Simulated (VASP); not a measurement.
# Hf4Cl3 (P-62m) in VASP: single point with PBE

Aim: the single point of Hf4Cl3 with PBE.

All numbers are computed with VASP 6.6.1; they aren't measurements. Logs are shortened: lines on timing, memory, paths and dates and some standing lists are left out, and cuts for length are marked.

## (1) The cell of the first run

The typed cell holds 7 atoms: a = 6.029 Å, b = 6.029 Å, c = 4.817 Å, α = 90.00°, β = 90.00°, γ = 120.00°.

The cell was generated, and may not be a known phase.

## (2) Single point, PBE

Contents of INCAR:

```
PREC     = Accurate       # precision mode
ENCUT    = 520            # plane-wave cutoff, eV
EDIFF    = 1E-7           # SCF threshold, eV
ISMEAR   = 0              # smearing method
SIGMA    = 0.2            # smearing width, eV
LREAL    = False          # projectors in reciprocal space
LASPH    = True           # aspherical terms in the spheres
NELM     = 60             # most SCF steps
ALGO     = Normal         # electronic algorithm
ISIF     = 2              # what is computed and relaxed
LWAVE    = False          # write WAVECAR
LCHARG   = False          # write CHGCAR
GGA      = PE             # functional
NBANDS   = 40             # bands
```

Contents of KPOINTS:

```
Automatic mesh
0
Gamma
  3 3 4
```

Contents of POSCAR:

```
Hf4Cl3
1.0
    6.0285396058     -0.0000000028      0.0000000000
   -3.0142698005      5.2208684477      0.0000000000
    0.0000000000      0.0000000000      4.8166324045
Hf Cl
4 3
Direct
    0.4998703502      0.0000000000      0.5000000000
    0.0000000000      0.4998703502      0.5000000000
    0.5001296498      0.5001296498      0.5000000000
    0.0000000000      0.0000000000      0.5000000000
    0.3333333333      0.6666666667      0.0000000000
    0.6666666667      0.3333333333      0.0000000000
    0.0000000000      0.0000000000      0.0000000000
```

Potentials or basis: VASP PAW PBE potentials, release 64 (Hf_pv, Cl).

The run is started by

```sh
> cat potpaw_PBE.64/Hf_pv/POTCAR potpaw_PBE.64/Cl/POTCAR > POTCAR
> mpirun -np 1 vasp_std > vasp.out
```

OUTCAR:

```text
PREC = Accurate
   ENCUT = 520
   EDIFF = 1E-7
   ISMEAR = 0
   LREAL = False
   LASPH = True
   NELM = 60
   ISIF = 2
   GGA = PE

 ion  position               nearest neighbor table
   1  0.500  0.000  0.500-   5 2.97   5 2.97   6 2.97   6 2.97   4 3.01   2 3.01   2 3.01   3 3.01
                             3 3.01   4 3.02
   2  0.000  0.500  0.500-   6 2.97   6 2.97   5 2.97   5 2.97   4 3.01   1 3.01   1 3.01   3 3.01
                             3 3.01   4 3.02
   3  0.500  0.500  0.500-   6 2.97   6 2.97   5 2.97   5 2.97   4 3.01   1 3.01   1 3.01   2 3.01
                             2 3.01   4 3.02
   4  0.000  0.000  0.500-   7 2.41   7 2.41   3 3.01   2 3.01   1 3.01   3 3.02   2 3.02   1 3.02

   5  0.333  0.667  0.000-   1 2.97   1 2.97   2 2.97   2 2.97   3 2.97   3 2.97
   6  0.667  0.333  0.000-   1 2.97   1 2.97   2 2.97   2 2.97   3 2.97   3 2.97
   7  0.000  0.000  0.000-   4 2.41   4 2.41

  LATTYP: Found a hexagonal cell.
 ALAT       =     6.0285396058
 C/A-ratio  =     0.7989716780

  Lattice vectors:

 A1 = (   6.0285396058,  -0.0000000028,   0.0000000000)
 A2 = (  -3.0142698005,   5.2208684477,   0.0000000000)
 A3 = (   0.0000000000,   0.0000000000,   4.8166324045)

Analysis of symmetry for initial positions (statically):
=====================================================================
 Subroutine PRICEL returns:
 Original cell was already a primitive cell.

 Routine SETGRP: Setting up the symmetry group for a
 hexagonal supercell.

 Subroutine GETGRP returns: Found 12 space group operations
 (whereof 12 operations were pure point group operations)
 out of a pool of 24 trial point group operations.

The static configuration has the point symmetry D_3h.

Analysis of symmetry for dynamics (positions and initial velocities):
=====================================================================
 Subroutine PRICEL returns:
 Original cell was already a primitive cell.

 Routine SETGRP: Setting up the symmetry group for a
 hexagonal supercell.

 Subroutine GETGRP returns: Found 12 space group operations
 (whereof 12 operations were pure point group operations)
 out of a pool of 24 trial point group operations.

The dynamic configuration has the point symmetry D_3h.

 Subroutine INISYM returns: Found 12 space group operations
 (whereof 12 operations are pure point group operations),
 and found     1 'primitive' translations

----------------------------------------------------------------------------------------

                                     Primitive cell

  volume of cell :     151.5997

  direct lattice vectors                    reciprocal lattice vectors
     6.028539606 -0.000000003  0.000000000     0.165877653  0.095769507  0.000000000
    -3.014269801  5.220868448  0.000000000     0.000000000  0.191539015  0.000000000
     0.000000000  0.000000000  4.816632404     0.000000000  0.000000000  0.207613934

  length of vectors
     6.028539606  6.028539606  4.816632404     0.191539015  0.191539015  0.207613934

  position of ions in fractional coordinates (direct lattice)
     0.499870350  0.000000000  0.500000000
     0.000000000  0.499870350  0.500000000
     0.500129650  0.500129650  0.500000000
     0.000000000  0.000000000  0.500000000
     0.333333333  0.666666667  0.000000000
     0.666666667  0.333333333  0.000000000
     0.000000000  0.000000000  0.000000000

  ion indices of the primitive-cell ions
   primitive index   ion index
                 1           1
                 2           2
                 3           3
                 4           4
                 5           5
                 6           6
                 7           7

----------------------------------------------------------------------------------------

 KPOINTS: Automatic mesh

Automatic generation of k-mesh.
 Grid dimensions read from file:
 generate k-points for:    3    3    4

 Generating k-lattice:

  Cartesian coordinates                     Fractional coordinates (reciprocal lattice)
     0.055292551  0.031923169  0.000000000     0.333333333  0.000000000  0.000000000
     0.000000000  0.063846338  0.000000000     0.000000000  0.333333333  0.000000000
     0.000000000  0.000000000  0.051903483     0.000000000  0.000000000  0.250000000

  Length of vectors
     0.063846338  0.063846338  0.051903483

  Shift w.r.t. Gamma in fractional coordinates (k-lattice)
     0.000000000  0.000000000  0.000000000

 Subroutine IBZKPT returns following result:
 ===========================================

 Found      9 irreducible k-points:

 Following reciprocal coordinates:
            Coordinates               Weight
  0.000000  0.000000  0.000000      1.000000
  0.333333 -0.000000  0.000000      6.000000
  0.333333  0.333333  0.000000      2.000000
  0.000000  0.000000  0.250000      2.000000
  0.333333 -0.000000  0.250000     12.000000
  0.333333  0.333333  0.250000      4.000000
  0.000000  0.000000  0.500000      1.000000
  0.333333 -0.000000  0.500000      6.000000
  0.333333  0.333333  0.500000      2.000000
   k-points           NKPTS =      9   k-points in BZ     NKDIM =      9   number of bands    NBANDS=     40
   number of dos      NEDOS =    301   number of ions     NIONS =      7
   total plane-waves  NPLWV =  82944
   dimension x,y,z NGX =    48 NGY =   48 NGZ =   36
   dimension x,y,z NGXF=    96 NGYF=   96 NGZF=   72
   ions per type =               4   3
   NGX,Y,Z   is equivalent  to a cutoff of  13.24, 13.24, 12.43 a.u.
   NGXF,Y,Z  is equivalent  to a cutoff of  26.47, 26.47, 24.85 a.u.
 SYSTEM =  unknown system
   PREC   = accura    normal or accurate (medium, high low for compatibility)
   ISTART =      0    job   : 0-new  1-cont  2-samecut
   ICHARG =      2    charge: 1-file 2-atom 10-const
   ISPIN  =      1    spin polarized calculation?
   LNONCOLLINEAR =      F non collinear calculations
   LSORBIT =      F    spin-orbit coupling
   LASPH  =      T    aspherical Exc in radial PAW
   ENCUT  =  520.0 eV  38.22 Ry    6.18 a.u.  11.21 11.21  8.96*2*pi/ulx,y,z
   NELM   =     60;   NELMIN=  2; NELMDL= -5     # of ELM steps
   EDIFF  = 0.1E-06   stopping-criterion for ELM
   LREAL  =      F    real-space projection
   EDIFFG = 0.1E-05   stopping-criterion for IOM
   NSW    =      0    number of steps for IOM
   IBRION =     -1    ionic relax: 0-MD 1-quasi-New 2-CG
   NFREE  =      0    steps in history (QN), initial steepest desc. (CG)
   ISIF   =      2    stress and relaxation
   ISYM   =      2    0-nonsym 1-usesym 2-fastsym
   POTIM  = 0.5000    time-step for ionic-motion
   TEBEG  =    0.0;   TEEND  =   0.0 temperature during run
   PSTRESS=    0.0 pullay stress
   NELECT =      61.0000    total number of electrons
   NUPDOWN=      -1.0000    fix difference up-down
   EMIN   =  10.00;   EMAX   =-10.00  energy-range for DOS
   EFERMI =   0.00;   METHOD = LEGACY
   ISMEAR =     0;   SIGMA  =   0.20  broadening in eV -4-tet -1-fermi 0-gaus
   EFERMI_NEDOS =   21; number of points for ismear=-14 and -15
   IALGO  =     38    algorithm
   IMIX   =      4    mixing-type and parameters
     AMIX     =   0.40;   BMIX     =  1.00
     AMIX_MAG =   1.60;   BMIX_MAG =  1.00
  volume/ion in A,a.u.               =      21.66       146.15
  Fermi-wavevector in a.u.,A,eV,Ry     =   1.208608  2.283937 19.874470  1.460732
  Thomas-Fermi vector in A             =   2.344210
   LORBIT       =      0    0 simple, 1 ext, 2 COOP (PROOUT), +10 PAW based schemes
   GGA     = PE    functional components
   LHFCALC =     F    Hartree Fock is set to
   AEXX    =    0.0000 exact exchange contribution
   IVDW    =     0    specifies the selected vdW correction
   LEPSILON=     F    determine dielectric tensor
   LRPA    =     F    only Hartree local field effects (RPA)
 non-spin polarized calculation
 Gauss-broadening in eV      SIGMA  =   0.20
  energy-cutoff  :      520.00
  volume of cell :      151.60
 maximum number of plane-waves:      4134
 NGX is ok and might be reduce to    48
   NGX = 23   NGY = 23   NGZ = 17

 number of electron      60.9999989 magnetization

 Free energy of the ion-electron system (eV)
  ---------------------------------------------------
  ext. energy  EPLUGINS =         0.00000000
  ---------------------------------------------------
  free energy    TOTEN  =       -46.69868326 eV

  energy without entropy =      -46.59776312  energy(sigma->0) =      -46.64822319

 E-fermi :   5.5587     XC(G=0): -10.4900

 val. band max:        5.5294475738   @ k =   0.3333   0.3333   0.5000
 cond. band min:       5.5601699937   @ k =   0.3333   0.3333   0.5000
 fundamental gap:      0.0307224199
 Fermi energy:         5.5587231748

 k-point     1 :       0.0000    0.0000    0.0000
  band No.  band energies     occupation
      1     -26.1502      2.00000
      2     -26.0915      2.00000
      3     -25.9730      2.00000
      4     -25.9730      2.00000
      5     -25.9353      2.00000
      6     -25.9353      2.00000
[... 32 lines left out ...]
     39       8.5762      0.00000
     40       8.5790      0.00000

 k-point     2 :       0.3333   -0.0000    0.0000
  band No.  band energies     occupation
      1     -26.0649      2.00000
      2     -26.0116      2.00000
      3     -25.9978      2.00000
      4     -25.9730      2.00000
      5     -25.7993      2.00000
      6     -25.7893      2.00000
[... 32 lines left out ...]
     39       7.7913      0.00000
     40       7.9731      0.00000

 k-point     3 :       0.3333    0.3333    0.0000
  band No.  band energies     occupation
      1     -26.0302      2.00000
      2     -26.0302      2.00000
      3     -25.9746      2.00000
      4     -25.8159      2.00000
      5     -25.8159      2.00000
      6     -25.6724      2.00000
[... 208 lines left out ...]
  band No.  band energies     occupation
      1     -26.0740      2.00000
      2     -26.0092      2.00000
      3     -26.0032      2.00000
      4     -25.9770      2.00000
      5     -25.7988      2.00000
      6     -25.7885      2.00000
[... 32 lines left out ...]
     39       7.7925      0.00000
     40       7.9125      0.00000

 k-point     9 :       0.3333    0.3333    0.5000
  band No.  band energies     occupation
      1     -26.0373      2.00000
      2     -26.0373      2.00000
      3     -25.9787      2.00000
      4     -25.8142      2.00000
      5     -25.8142      2.00000
      6     -25.6720      2.00000
[... 32 lines left out ...]
     39       7.9809      0.00000
     40       7.9809      0.00000

------------------------ aborting loop because EDIFF is reached ----------------------------------------

  FORCE on cell =-STRESS in cart. coord.  units (eV):
  Direction    XX          YY          ZZ          XY          YZ          ZX
  --------------------------------------------------------------------------------------
  -------------------------------------------------------------------------------------
  Total       -0.0510799     -0.0510799     -0.0075621      0.0000000      0.0000000      0.0000000
  in kB       -0.5398366     -0.5398366     -0.0799194      0.0000000      0.0000000      0.0000000
  external PRESSURE =      -0.3865309 kB  Pullay stress =       0.0000000 kB

 VOLUME and BASIS-vectors are now :
 -----------------------------------------------------------------------------
  energy-cutoff  :      520.00
  volume of cell :      151.60
      direct lattice vectors                 reciprocal lattice vectors
     6.028539606 -0.000000003  0.000000000     0.165877653  0.095769507  0.000000000
    -3.014269801  5.220868448  0.000000000     0.000000000  0.191539015  0.000000000
     0.000000000  0.000000000  4.816632404     0.000000000  0.000000000  0.207613934

 POSITION                                       TOTAL-FORCE (eV/Angst)
 -----------------------------------------------------------------------------------
      3.01349     -0.00000      2.40832         0.005788     -0.000000      0.000000
     -1.50674      2.60976      2.40832        -0.002894      0.005013      0.000000
      1.50753      2.61111      2.40832        -0.002894     -0.005013     -0.000000
      0.00000      0.00000      2.40832         0.000000      0.000000     -0.000000
      0.00000      3.48058      0.00000         0.000000     -0.000000     -0.000000
      3.01427      1.74029      0.00000         0.000000      0.000000     -0.000000
      0.00000      0.00000      0.00000         0.000000      0.000000     -0.000000
 -----------------------------------------------------------------------------------
    total drift:                               -0.000000     -0.000000      0.000000

  FREE ENERGIE OF THE ION-ELECTRON SYSTEM (eV)
  ---------------------------------------------------
  free  energy   TOTEN  =       -46.6986832599 eV

  energy  without entropy=      -46.5977631197  energy(sigma->0) =      -46.64822319
```

It took 1.9 min on 1 thread of Intel Xeon 8259CL, shared host; peak memory 0.28 GiB.

Results:

```
Free energy            : -46.6987 eV
Pressure               : 0.0 GPa
Largest force          : 0.006 eV/Å
Band gap on the k mesh : zero (an odd number of electrons rules out a gap without spin polarisation)
```

Forces on the atoms (eV/Å):
```
Hf   0.006  0.000  0.000
Hf  -0.003  0.005  0.000
Hf  -0.003 -0.005  0.000
Hf   0.000  0.000  0.000
Cl   0.000  0.000  0.000
Cl   0.000  0.000  0.000
Cl   0.000  0.000  0.000
```

Levels at points of the mesh, in eV from the Fermi level:
| k point | band 27 | band 28 | band 29 | band 30 | band 31 | band 32 | band 33 | band 34 |
| --- | --- | --- | --- | --- | --- | --- | --- | --- |
| (0.00, 0.00, 0.00) | -2.66 | -2.66 | -1.69 | -1.69 | 0.76 | 1.23 | 1.23 | 2.45 |
| (0.00, 0.00, 0.50) | -3.07 | -2.06 | -0.66 | 0.26 | 0.26 | 0.95 | 0.95 | 1.36 |

Caveat: the k points lie up to 0.40 Å⁻¹ apart, too coarse for converged energies and pressures of a metal; spin-orbit coupling is left out, which moves the levels of the heavy elements; an odd number of electrons without spin polarisation forces a metal; a magnetic or distorted state may lie lower.

The gap in the log of VASP goes by the Fermi energy; the results here count the filled bands.